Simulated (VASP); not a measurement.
# BN (P2_1) in VASP: notebook

Runs on BN. Level: LDA. Tasks: single point.

Program: VASP 6.6.1. These are calculated values, not measurements. Logs are shortened: lines on timing, memory, paths and dates and some standing lists are left out, and cuts for length are marked.

## (1) The cell of the first run

The typed cell holds 4 atoms: a = 2.554 Å, b = 2.546 Å, c = 4.227 Å, α = 90.00°, β = 90.00°, γ = 119.68°.

## (2) Single point, LDA (strain +0.0075 x Voigt [0, 0, 0, 0, 0, 1])

INCAR

```
SYSTEM = BN
PREC = Accurate
ENCUT = 520
EDIFF = 1E-6
ISMEAR = 0
SIGMA = 0.05
LREAL = .False.
LASPH = .True.
NELM = 100
ALGO = Normal
ISIF = 2
LWAVE = .False.
LCHARG = .False.
NBANDS = 16
```

KPOINTS

```
regular mesh
0
Gamma
  12 12 6
  0 0 0
```

POSCAR

```
BN
1.0
    2.5539396017      0.0095772735      0.0000000000
   -1.2686756387      2.2069879380      0.0000000000
    0.0000000000      0.0000000000      4.2268550000
B N
2 2
Direct
    0.6666666667      0.3333333333      0.9997240000
    0.3333333333      0.6666666667      0.4997240000
    0.6666666667      0.3333333333      0.6252760000
    0.3333333333      0.6666666667      0.1252760000
```

Potentials or basis: VASP PAW LDA potentials, release 64 (B, N).

The run is started by

```
> cat potpaw_LDA.64/B/POTCAR potpaw_LDA.64/N/POTCAR > POTCAR
> mpirun -np 1 vasp_std > vasp.out
```

OUTCAR:

```text
SYSTEM = BN
   PREC = Accurate
   ENCUT = 520
   EDIFF = 1E-6
   ISMEAR = 0
   LREAL = .False.
   LASPH = .True.
   NELM = 100
   ISIF = 2

 ion  position               nearest neighbor table
   1  0.667  0.333  1.000-   4 1.56   4 1.57   4 1.57   3 1.58
   2  0.333  0.667  0.500-   3 1.56   3 1.57   3 1.57   4 1.58
   3  0.667  0.333  0.625-   2 1.56   2 1.57   2 1.57   1 1.58
   4  0.333  0.667  0.125-   1 1.56   1 1.57   1 1.57   2 1.58

  Warning from LATTYP: Monoclinic adjustment (A1->A3, A2->A1, A3->A2)!
  LATTYP: Found a simple monoclinic cell.
 ALAT       =     2.5456499435
 B/A-ratio  =     1.6604227187
 C/A-ratio  =     1.0032634556
 COS(beta)  =    -0.4951154321

  Lattice vectors:

 A1 = (  -1.2686756387,   2.2069879380,   0.0000000000)
 A2 = (   0.0000000000,   0.0000000000,   4.2268550000)
 A3 = (   2.5539396017,   0.0095772735,   0.0000000000)

Analysis of symmetry for initial positions (statically):
=====================================================================
 Subroutine PRICEL returns:
 Original cell was already a primitive cell.

 Routine SETGRP: Setting up the symmetry group for a
 simple monoclinic supercell.

 Subroutine GETGRP returns: Found  2 space group operations
 (whereof  1 operations were pure point group operations)
 out of a pool of  4 trial point group operations.

The static configuration has the point symmetry C_1 .
 The point group associated with its full space group is C_2 .

Analysis of symmetry for dynamics (positions and initial velocities):
=====================================================================
 Subroutine PRICEL returns:
 Original cell was already a primitive cell.

 Routine SETGRP: Setting up the symmetry group for a
 simple monoclinic supercell.

 Subroutine GETGRP returns: Found  2 space group operations
 (whereof  1 operations were pure point group operations)
 out of a pool of  4 trial point group operations.

The dynamic configuration has the point symmetry C_1 .
 The point group associated with its full space group is C_2 .

 Subroutine INISYM returns: Found  2 space group operations
 (whereof  1 operations are pure point group operations),
 and found     1 'primitive' translations

----------------------------------------------------------------------------------------

                                     Primitive cell

  volume of cell :      23.8761

  direct lattice vectors                    reciprocal lattice vectors
     2.553939602  0.009577274  0.000000000     0.390709697  0.224597455  0.000000000
    -1.268675639  2.206987938  0.000000000    -0.001695493  0.452131591  0.000000000
     0.000000000  0.000000000  4.226855000     0.000000000  0.000000000  0.236582518

  length of vectors
     2.553957559  2.545649943  4.226855000     0.450664048  0.452134771  0.236582518

  position of ions in fractional coordinates (direct lattice)
     0.666666667  0.333333333  0.999724000
     0.333333333  0.666666667  0.499724000
     0.666666667  0.333333333  0.625276000
     0.333333333  0.666666667  0.125276000

  ion indices of the primitive-cell ions
   primitive index   ion index
                 1           1
                 2           2
                 3           3
                 4           4

----------------------------------------------------------------------------------------

 KPOINTS: regular mesh

Automatic generation of k-mesh.
 Grid dimensions read from file:
 generate k-points for:   12   12    6

 Generating k-lattice:

  Cartesian coordinates                     Fractional coordinates (reciprocal lattice)
     0.032559141  0.018716455  0.000000000     0.083333333  0.000000000  0.000000000
    -0.000141291  0.037677633  0.000000000     0.000000000  0.083333333  0.000000000
     0.000000000  0.000000000  0.039430420     0.000000000  0.000000000  0.166666667

  Length of vectors
     0.037555337  0.037677898  0.039430420

  Shift w.r.t. Gamma in fractional coordinates (k-lattice)
     0.000000000  0.000000000  0.000000000

 Subroutine IBZKPT returns following result:
 ===========================================

 Found    296 irreducible k-points:

 Following reciprocal coordinates:
            Coordinates               Weight
  0.000000  0.000000  0.000000      1.000000
  0.083333  0.000000  0.000000      2.000000
  0.166667  0.000000  0.000000      2.000000
  0.250000  0.000000  0.000000      2.000000
  0.333333  0.000000  0.000000      2.000000
  0.416667 -0.000000  0.000000      2.000000
[... 16 lines left out ...]
  0.250000  0.166667  0.000000      2.000000
  0.333333  0.166667  0.000000      2.000000
 [... further k-points ...]
   k-points           NKPTS =    296   k-points in BZ     NKDIM =    296   number of bands    NBANDS=     16
   number of dos      NEDOS =    301   number of ions     NIONS =      4
   total plane-waves  NPLWV =  12800
   dimension x,y,z NGX =    20 NGY =   20 NGZ =   32
   dimension x,y,z NGXF=    40 NGYF=   40 NGZF=   64
   ions per type =               2   2
   NGX,Y,Z   is equivalent  to a cutoff of  13.02, 13.06, 12.59 a.u.
   NGXF,Y,Z  is equivalent  to a cutoff of  26.04, 26.12, 25.17 a.u.
 SYSTEM =  BN
   PREC   = accura    normal or accurate (medium, high low for compatibility)
   ISTART =      0    job   : 0-new  1-cont  2-samecut
   ICHARG =      2    charge: 1-file 2-atom 10-const
   ISPIN  =      1    spin polarized calculation?
   LNONCOLLINEAR =      F non collinear calculations
   LSORBIT =      F    spin-orbit coupling
   LASPH  =      T    aspherical Exc in radial PAW
   ENCUT  =  520.0 eV  38.22 Ry    6.18 a.u.   4.75  4.73  7.86*2*pi/ulx,y,z
   NELM   =    100;   NELMIN=  2; NELMDL= -5     # of ELM steps
   EDIFF  = 0.1E-05   stopping-criterion for ELM
   LREAL  =      F    real-space projection
   EDIFFG = 0.1E-04   stopping-criterion for IOM
   NSW    =      0    number of steps for IOM
   IBRION =     -1    ionic relax: 0-MD 1-quasi-New 2-CG
   NFREE  =      0    steps in history (QN), initial steepest desc. (CG)
   ISIF   =      2    stress and relaxation
   ISYM   =      2    0-nonsym 1-usesym 2-fastsym
   POTIM  = 0.5000    time-step for ionic-motion
   TEBEG  =    0.0;   TEEND  =   0.0 temperature during run
   PSTRESS=    0.0 pullay stress
   NELECT =      16.0000    total number of electrons
   NUPDOWN=      -1.0000    fix difference up-down
   EMIN   =  10.00;   EMAX   =-10.00  energy-range for DOS
   EFERMI =   0.00;   METHOD = LEGACY
   ISMEAR =     0;   SIGMA  =   0.05  broadening in eV -4-tet -1-fermi 0-gaus
   EFERMI_NEDOS =   21; number of points for ismear=-14 and -15
   IALGO  =     38    algorithm
   IMIX   =      4    mixing-type and parameters
     AMIX     =   0.40;   BMIX     =  1.00
     AMIX_MAG =   1.60;   BMIX_MAG =  1.00
  volume/ion in A,a.u.               =       5.97        40.28
  Fermi-wavevector in a.u.,A,eV,Ry     =   1.432607  2.707235 27.924098  2.052363
  Thomas-Fermi vector in A             =   2.552216
   LORBIT       =      0    0 simple, 1 ext, 2 COOP (PROOUT), +10 PAW based schemes
   GGA     = CA    functional components
   LHFCALC =     F    Hartree Fock is set to
   AEXX    =    0.0000 exact exchange contribution
   IVDW    =     0    specifies the selected vdW correction
   LEPSILON=     F    determine dielectric tensor
   LRPA    =     F    only Hartree local field effects (RPA)
 non-spin polarized calculation
 Gauss-broadening in eV      SIGMA  =   0.05
  energy-cutoff  :      520.00
  volume of cell :       23.88
 maximum number of plane-waves:       664
   NGX =  9   NGY =  9   NGZ = 15

 number of electron      16.0000003 magnetization

 Free energy of the ion-electron system (eV)
  ---------------------------------------------------
  ext. energy  EPLUGINS =         0.00000000
  ---------------------------------------------------
  free energy    TOTEN  =       -38.72223919 eV

  energy without entropy =      -38.72223919  energy(sigma->0) =      -38.72223919

 E-fermi :   7.7291     XC(G=0): -13.0460

 val. band max:        7.4385157220   @ k =   0.0000   0.0000   0.0000
 cond. band min:      12.3803399304   @ k =   0.3333   0.3333   0.0000
 fundamental gap:      4.9418242084
 Fermi energy:         7.7291363091

 k-point     1 :       0.0000    0.0000    0.0000
  band No.  band energies     occupation
      1     -12.7117      2.00000
      2      -8.5476      2.00000
      3      -3.4371      2.00000
      4       5.2844      2.00000
      5       5.3345      2.00000
      6       7.1362      2.00000
[... 8 lines left out ...]
     15      19.1772      0.00000
     16      23.2515      0.00000

 k-point     2 :       0.0833    0.0000    0.0000
  band No.  band energies     occupation
      1     -12.5623      2.00000
      2      -8.4327      2.00000
      3      -3.2893      2.00000
      4       4.5987      2.00000
      5       5.0562      2.00000
      6       6.8311      2.00000
[... 8 lines left out ...]
     15      19.5901      0.00000
     16      23.0281      0.00000

 k-point     3 :       0.1667    0.0000    0.0000
  band No.  band energies     occupation
      1     -12.1184      2.00000
      2      -8.1035      2.00000
      3      -2.8516      2.00000
      4       2.9458      2.00000
      5       4.4081      2.00000
      6       5.4393      2.00000
[... 8 lines left out ...]
     15      20.6965      0.00000
     16      22.3770      0.00000

 k-point     4 :       0.2500    0.0000    0.0000
  band No.  band energies     occupation
      1     -11.3967      2.00000
      2      -7.6216      2.00000
      3      -2.1447      2.00000
      4       0.9910      2.00000
      5       3.6809      2.00000
      6       3.6963      2.00000
[... 8 lines left out ...]
     15      22.1235      0.00000
     16      22.4736      0.00000
[... 324 lines left out ...]
 k-point    22 :       0.1667    0.1667    0.0000
  band No.  band energies     occupation
      1     -10.9742      2.00000
      2      -7.3645      2.00000
      3      -1.7285      2.00000
      4       0.8962      2.00000
      5       1.7706      2.00000
      6       3.8532      2.00000
[... 8 lines left out ...]
     15      22.6138      0.00000
     16      22.8882      0.00000

 k-point    23 :       0.2500    0.1667    0.0000
  band No.  band energies     occupation
      1     -10.0395      2.00000
      2      -6.9621      2.00000
      3      -0.8265      2.00000
      4      -0.4272      2.00000
      5       0.7599      2.00000
      6       2.6364      2.00000
[... 8 lines left out ...]
     15      22.4838      0.00000
     16      23.3461      0.00000

 k-point    24 :       0.3333    0.1667    0.0000
  band No.  band energies     occupation
      1      -8.9871      2.00000
      2      -6.9059      2.00000
      3      -1.4727      2.00000
      4       0.1024      2.00000
      5       0.3663      2.00000
      6       1.5096      2.00000
[... 8 lines left out ...]
     15      22.9664      0.00000
     16      23.6221      0.00000

 [... further k-points ...]

------------------------ aborting loop because EDIFF is reached ----------------------------------------

  FORCE on cell =-STRESS in cart. coord.  units (eV):
  Direction    XX          YY          ZZ          XY          YZ          ZX
  --------------------------------------------------------------------------------------
  -------------------------------------------------------------------------------------
  Total       -1.9010176     -1.8989131     -1.9681595     -0.4516959      0.0000000      0.0000000
  in kB     -127.5656083   -127.4243846   -132.0710885    -30.3105359      0.0000000      0.0000000
  external PRESSURE =    -129.0203605 kB  Pullay stress =       0.0000000 kB

 VOLUME and BASIS-vectors are now :
 -----------------------------------------------------------------------------
  energy-cutoff  :      520.00
  volume of cell :       23.88
      direct lattice vectors                 reciprocal lattice vectors
     2.553939602  0.009577274  0.000000000     0.390709697  0.224597455  0.000000000
    -1.268675639  2.206987938  0.000000000    -0.001695493  0.452131591  0.000000000
     0.000000000  0.000000000  4.226855000     0.000000000  0.000000000  0.236582518

 POSITION                                       TOTAL-FORCE (eV/Angst)
 -----------------------------------------------------------------------------------
      1.27973      0.74205      4.22569         0.013226     -0.001054      0.020348
      0.00553      1.47452      2.11226        -0.013226      0.001054      0.020348
      1.27973      0.74205      2.64295         0.029356     -0.001090     -0.020348
      0.00553      1.47452      0.52952        -0.029356      0.001090     -0.020348
 -----------------------------------------------------------------------------------
    total drift:                               -0.000000     -0.000000      0.000442

  FREE ENERGIE OF THE ION-ELECTRON SYSTEM (eV)
  ---------------------------------------------------
  free  energy   TOTEN  =       -38.7222391932 eV

  energy  without entropy=      -38.7222391932  energy(sigma->0) =      -38.72223919
```

Run time: 40 s. Hardware: 1 thread of Intel Xeon 6975P-C (Granite Rapids), shared host; peak memory 0.19 GiB.

What came out:

```yaml
Free_energy: -38.7222 eV
Pressure: -12.9 GPa
Largest_force: 0.036 eV/Å
Band_gap_on_the_k_mesh: 4.94 eV, indirect (least direct gap 8.08 eV)
```

Forces in eV/Å, atoms in the order of the input:
```
B    0.013 -0.001  0.020
B   -0.013  0.001  0.020
N    0.029 -0.001 -0.020
N   -0.029  0.001 -0.020
```

Caveat: the cell differs from its parent crystal (strain +0.0075 x Voigt [0, 0, 0, 0, 0, 1]).

## (3) Single point, LDA (strain +0.0025 x Voigt [0, 0, 0, 0, 0, 1])

INCAR

```
SYSTEM = BN
ALGO = Normal ; EDIFF = 1E-6
ENCUT = 520 ; GGA = CA
ISIF = 2 ; ISMEAR = 0
LASPH = .TRUE. ; LCHARG = .FALSE.
LREAL = .FALSE. ; LWAVE = .FALSE.
NBANDS = 16 ; NELM = 80
PREC = Accurate ; SIGMA = 0.05
```

KPOINTS

```
k-points
0
G
  12 12 6
  0 0 0
```

POSCAR: that of step 2 with these lines changed.

```diff
@@ -2,4 +2,4 @@
 1.0
-    2.5539396017      0.0095772735      0.0000000000
-   -1.2686756387      2.2069879380      0.0000000000
+    2.5539396017      0.0031924245      0.0000000000
+   -1.2742050802      2.2101803625      0.0000000000
     0.0000000000      0.0000000000      4.2268550000
```

Potentials or basis: VASP PAW LDA potentials, release 64 (B, N).

The run is started by

```
> cat potpaw_LDA.64/B/POTCAR potpaw_LDA.64/N/POTCAR > POTCAR
> mpirun -np 1 vasp_std > vasp.out
```

Wall time 37 s (1 thread of Intel Xeon 6975P-C (Granite Rapids), shared host); peak memory 0.19 GiB.

It converged, with:

```yaml
Free_energy: -38.7237 eV
Pressure: -12.9 GPa
Largest_force: 0.023 eV/Å
Band_gap_on_the_k_mesh: 4.96 eV, indirect (least direct gap 8.10 eV)
```

Forces in eV/Å, atoms in the order of the input:
```
B    0.004  0.000  0.021
B   -0.004  0.000  0.021
N    0.010  0.000 -0.021
N   -0.010  0.000 -0.021
```

Stress tensor (GPa, compression positive):
```
-12.78  -1.01   0.00
 -1.01 -12.77   0.00
  0.00   0.00 -13.21
```

Levels at points of the mesh, in eV from the valence-band top:
```
           k point  band 5  band 6  band 7  band 8  band 9  band 10  band 11  band 12
(0.00, 0.00, 0.00)   -2.11   -0.29   -0.01    0.00    8.17     8.21     8.41     9.48
(0.50, 0.00, 0.00)   -6.87   -4.94   -4.42   -2.09    6.61     7.77    10.42    11.35
(0.00, 0.50, 0.00)   -6.85   -4.96   -4.42   -2.11    6.57     7.76    10.40    11.32
(0.50, 0.50, 0.00)   -6.84   -4.98   -4.42   -2.13    6.53     7.76    10.38    11.28
(0.00, 0.00, 0.50)   -1.18   -1.18   -1.17   -1.17    9.36     9.36     9.71     9.71
(0.50, 0.00, 0.50)   -3.73   -3.73   -3.56   -3.56    6.46     6.46     9.89     9.89
(0.00, 0.50, 0.50)   -3.75   -3.75   -3.56   -3.56    6.44     6.44     9.88     9.88
(0.50, 0.50, 0.50)   -3.77   -3.77   -3.55   -3.55    6.42     6.42     9.87     9.87
```

Caveat: the cell differs from its parent crystal (strain +0.0025 x Voigt [0, 0, 0, 0, 0, 1]).
